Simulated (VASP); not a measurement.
Input of a VASP 6.6.1 run:

Contents of INCAR:

```
ALGO = Normal ; EDIFF = 1E-6
EDIFFG = -0.04 ; ENCUT = 600
GGA = PS ; IBRION = 2
ISIF = 3 ; ISMEAR = 0
LASPH = True ; LCHARG = False
LREAL = False ; LWAVE = False
NELM = 100 ; NSW = 90
PREC = Accurate ; SIGMA = 0.1
```

KPOINTS

```
k-points
0
Gamma
  6 6 6
```

File POSCAR:

```
Pb
1.0
    0.0000000000      2.7905295365      6.1224569168
    1.8228596837      0.0000000000      6.1224569168
    1.8228596837      2.7905295365      0.0000000000
Pb
2
Direct
    0.8644648412      0.8644648412      0.1355351588
    0.1355351588      0.1355351588      0.8644648412
```

Potentials or basis: VASP PAW PBE potentials, release 64 (Pb_d).

Run with:

```console
$ cat potpaw_PBE.64/Pb_d/POTCAR > POTCAR
$ mpirun -np 1 vasp_std > vasp.out
```

Question: Predict the relaxed cell.

Answer: a = 7.040 Å, b = 6.625 Å, c = 3.339 Å, α = 82.88°, β = 69.04°, γ = 28.08°.

Question: Predict the space group after relaxing (to 0.05 Å).

Answer: Fmmm (No. 69).

Question: Estimate the band gap on the k mesh.

Answer: Zero (band 14 reaches 11.34 eV, above the bottom of band 15 at 5.48 eV).

Question: What does it give for the relaxed volume?

Answer: 30.80 Å³/atom.

Forces in eV/Å, atoms in the order of the input:
```
Pb   0.000  0.000 -0.004
Pb   0.000  0.000  0.004
```

Caveat: the PAW data sets were made with another functional, which shifts forces and pressure a little; spin-orbit coupling is left out, which moves the levels of the heavy elements.
